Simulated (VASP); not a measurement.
The system is SiNi3.

```
Si Ni
1.0
     3.54200    0.00000    0.00000
     0.00000    3.54200    0.00000
     0.00000    0.00000    3.54200
Si Ni
1 3
Direct
  0.00000 0.00000 0.00000
  0.00000 0.50000 0.50000
  0.50000 0.00000 0.50000
  0.50000 0.50000 0.00000
```

```yaml
Program: VASP 6.6.1
Task: relaxation of cell and atoms
Functional: PBE
Potentials_or_basis: VASP PAW PBE potentials, release 64 (Si, Ni)
Cutoff: 600 eV
k_mesh: 12 × 12 × 12
Occupations: gaussian, width 0.1 eV
Spin: no spin polarisation
```

At the start: pressure -6.1 GPa; volume 11.11 Å³/atom.

Task: Where does the relaxation end?

Result: Over 3 steps the energy falls by 6.5 meV/atom and the volume is 10.78 Å³/atom (-3.0 %); space group Pm-3m (No. 221, to 0.05 Å).

The path:
```
step  energy change (eV)  largest force (eV/Å)  pressure (GPa)  volume (Å³)
   1              0.0000                0.0000           -6.08        44.44
   2              0.0020                0.0000            7.06        41.78
   3             -0.0261                0.0000           -0.06        43.10
```

Final structure:
```xyz
4
Lattice="3.5062 0.0000 0.0000 0.0000 3.5062 0.0000 0.0000 0.0000 3.5062" Properties=species:S:1:pos:R:3 pbc="T T T"
Si    0.0000    0.0000    0.0000
Ni    0.0000    1.7531    1.7531
Ni    1.7531    0.0000    1.7531
Ni    1.7531    1.7531    0.0000
```
